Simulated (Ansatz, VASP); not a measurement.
# One calculation of TaTe2H, two programs

```
Ta Te H
1.0
    -3.26204    3.26204    2.55477
     3.26204   -3.26204    2.55477
     3.26204    3.26204   -2.55477
Ta Te H
1 2 1
Direct
  0.19692 0.19692 0.00000
  0.94257 0.44257 0.50000
  0.44257 0.94257 0.50000
  0.68054 0.68054 0.00000
```

Alike in both runs: task single point; functional PBE; k mesh 4 × 4 × 4; occupations gaussian, width 0.1 eV; no spin polarisation.

|  | VASP | Ansatz |
| --- | --- | --- |
| version | VASP 6.6.1 | Ansatz 0.2.0 |
| potentials or method | VASP PAW PBE potentials, release 64 (Ta_pv, Te, H), cutoff 520 eV | scalar-relativistic, plane waves, PAW |
| valence electrons in the cell | 24 | 46 |

```csv
,VASP,Ansatz,Ansatz less VASP
gap on the k mesh at the Fermi level (eV),none,none,-
pressure (GPa),-1.9,-1.9,-0.02
"traceless stress, the component that is largest in VASP (GPa)",23.01,23.02,+0.012
rms of the force components (eV/Å),0.196,0.196,-0.0003
```

Atom by atom the forces differ by 0.000 eV/Å (rms over components). A gap of «none» marks a metal or a gap that the smearing closes. VASP's potentials hold 24 valence electrons a cell and Ansatz's 46, so a difference there can come from the potentials and not from the codes.

The k mesh is coarse, so the values compare programs but aren't converged. Neither program's run includes spin-orbit coupling.
